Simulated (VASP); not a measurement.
RbBr:

```
CELL_PARAMETERS angstrom
0.00000 3.86950 3.86950
3.86950 0.00000 3.86950
3.86950 3.86950 0.00000
ATOMIC_POSITIONS crystal
Rb 0.00000 0.00000 0.00000
Br 0.25000 0.25000 0.25000
```

Base run:

| Quantity | Value |
| --- | --- |
| Program | VASP 6.6.1 |
| Functional | PBE |
| Potentials or basis | VASP PAW PBE potentials, release 64 (Rb_sv, Br) |
| Cutoff | 520 eV |
| k mesh | 6 × 6 × 6 |
| Occupations | gaussian, width 0.01 eV |
| Spin | no spin polarisation |

Its results: band gap on the k mesh 4.08 eV, indirect (least direct gap 4.16 eV).

Task: The run is repeated on the same cell with these changes: functional from PBE to r2SCAN; further incar settings from ALGO = Normal; EDIFF = 1e-08 to ALGO = Normal; EDIFF = 1e-06; NBANDS = 15. What comes out?

Result: Band gap on the k mesh 4.65 eV, indirect (least direct gap 4.73 eV).

A k mesh can miss the band edges.
